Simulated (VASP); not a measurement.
Write the native input for VASP 6.6.1 that does the following.

```
Task                               : single point
Functional                         : HSE06
Potentials or basis                : VASP PAW PBE potentials, release 64 (In_d, O)
Cutoff                             : 520 eV
k mesh                             : 1 × 1 × 1
Occupations                        : fermi-dirac, width 0.01 eV
Spin                               : no spin polarisation
Dipole correction                  : no
Grid for exact exchange (PRECFOCK) : Fast
Further INCAR settings             : ALGO = Normal; EDIFF = 1e-07; NBANDS = 51
Screening parameter                : 0.2079 1/Å
```

Crystal: In4O5.

```xyz
9
Lattice="2.7435 1.5840 4.8367 -2.7435 1.5840 4.8367 0.0000 -3.1679 4.8367" Properties=species:S:1:pos:R:3 pbc="T T T"
In    0.0292    0.0213    5.1693
In   -0.0029    0.0076    2.0948
In    0.0251   -0.0205    9.2972
In   -0.0088   -0.0110   12.4439
O    -1.1020    1.5855    8.4975
O     1.9381    0.1435    8.4039
O    -0.8118   -1.7851    8.4701
O     1.1063   -1.5794    6.0765
O    -1.9154   -0.1612    6.0787
```

One way to write it, as run:

POSCAR

```
In4O5
1.0
    2.7435000000      1.5839600000      4.8366670000
   -2.7435000000      1.5839600000      4.8366670000
    0.0000000000     -3.1679210000      4.8366670000
In O
4 5
Direct
    0.3638220000      0.3531830000      0.3517750000
    0.1446400000      0.1456990000      0.1427710000
    0.6431650000      0.6340170000      0.6450530000
    0.8548550000      0.8580500000      0.8599180000
    0.5516270000      0.9533020000      0.2519650000
    0.9474860000      0.2410700000      0.5489890000
    0.2479580000      0.5438560000      0.9594030000
    0.4542070000      0.0509720000      0.7511570000
    0.0528960000      0.7510450000      0.4528560000
```

INCAR.step1

```
ALGO = Normal
EDIFF = 1E-5
ENCUT = 520
GGA = PE
ISIF = 2
ISMEAR = -1
LASPH = True
LCHARG = False
LREAL = False
LWAVE = True
NBANDS = 51
NELM = 60
PREC = Accurate
SIGMA = 0.01
```

INCAR.step2

```
ALGO = Normal
EDIFF = 1E-7
ENCUT = 520
GGA = PE
HFSCREEN = 0.2079
ISIF = 2
ISMEAR = -1
ISTART = 1
LASPH = True
LCHARG = False
LHFCALC = True
LREAL = False
LWAVE = False
NBANDS = 51
NELM = 60
PREC = Accurate
PRECFOCK = Fast
SIGMA = 0.01
```

KPOINTS

```
k-points
0
Gamma
  1 1 1
```

Potentials or basis: VASP PAW PBE potentials, release 64 (In_d, O).

Run with:

```bash
$ cat potpaw_PBE.64/In_d/POTCAR potpaw_PBE.64/O/POTCAR > POTCAR
$ cp INCAR.step1 INCAR
$ mpirun -np 1 vasp_gam > vasp.out
$ cp INCAR.step2 INCAR
$ mpirun -np 1 vasp_gam > vasp.out
```

It gave:

```yaml
Pressure: 0.6 GPa
Largest_force: 1.072 eV/Å
Band_gap_on_the_k_mesh: 6.27 eV
```

Caveat: the k points lie up to 1.39 Å⁻¹ apart; the PAW data sets were made with another functional, which shifts forces and pressure a little; spin-orbit coupling is left out, which moves the levels of the heavy elements.

Run time: 2.7 min on 1 thread of Intel Xeon 6975P-C (shared host), peak memory 0.42 GiB.
